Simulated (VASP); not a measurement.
Write the native input for VASP 6.6.1 that does the following.

* Task: single point
* Functional: PBEsol
* Potentials or basis: VASP PAW PBE potentials, release 64 (K_sv)
* Cutoff: 520 eV
* k mesh: 12 × 12 × 12
* Occupations: methfessel-paxton, width 0.1 eV
* Spin: no spin polarisation
* Dipole correction: no
* Further INCAR settings: ALGO = Normal; EDIFF = 1e-06; NBANDS = 10

The structure of K lies in POSCAR:

```
K
1.0
    4.5249830354     -0.0000000251     -0.0000000434
   -1.5083276549      4.2661949272     -0.0000000434
   -1.5083276549     -2.1330974009      3.6946332206
K
1
Direct
    0.0000000000      0.0000000000      0.0000000000
```

These files were run (other wordings do the same):

INCAR

```
SYSTEM = K
PREC     = Accurate       ! precision mode
ENCUT    = 520            ! plane-wave cutoff, eV
EDIFF    = 1E-6           ! SCF threshold, eV
ISMEAR   = 1              ! smearing method
SIGMA    = 0.1            ! smearing width, eV
LREAL    = .False.        ! projectors in reciprocal space
LASPH    = .True.         ! aspherical terms in the spheres
NELM     = 100            ! most SCF steps
ALGO     = Normal         ! electronic algorithm
ISIF     = 2              ! what is computed and relaxed
LWAVE    = .False.        ! write WAVECAR
LCHARG   = .True.         ! write CHGCAR
GGA      = PS             ! functional
LELF     = .True.         ! ELF
LVHAR    = .True.       
NBANDS   = 10             ! bands
```

KPOINTS

```
Automatic mesh
0
Gamma
  12 12 12
  0 0 0
```

Potentials or basis: VASP PAW PBE potentials, release 64 (K_sv).

Run with:

```console
$ cat potpaw_PBE.64/K_sv/POTCAR > POTCAR
$ mpirun -np 1 vasp_std > vasp.out
```

It gave:

- Pressure: 0.0 GPa

Caveat: the PAW data sets were made with another functional, which shifts forces and pressure a little.

It took 41 s on 1 thread of AMD EPYC 7R43 64-Core Processor (Zen 3), with other jobs on the host, peak memory 0.18 GiB.
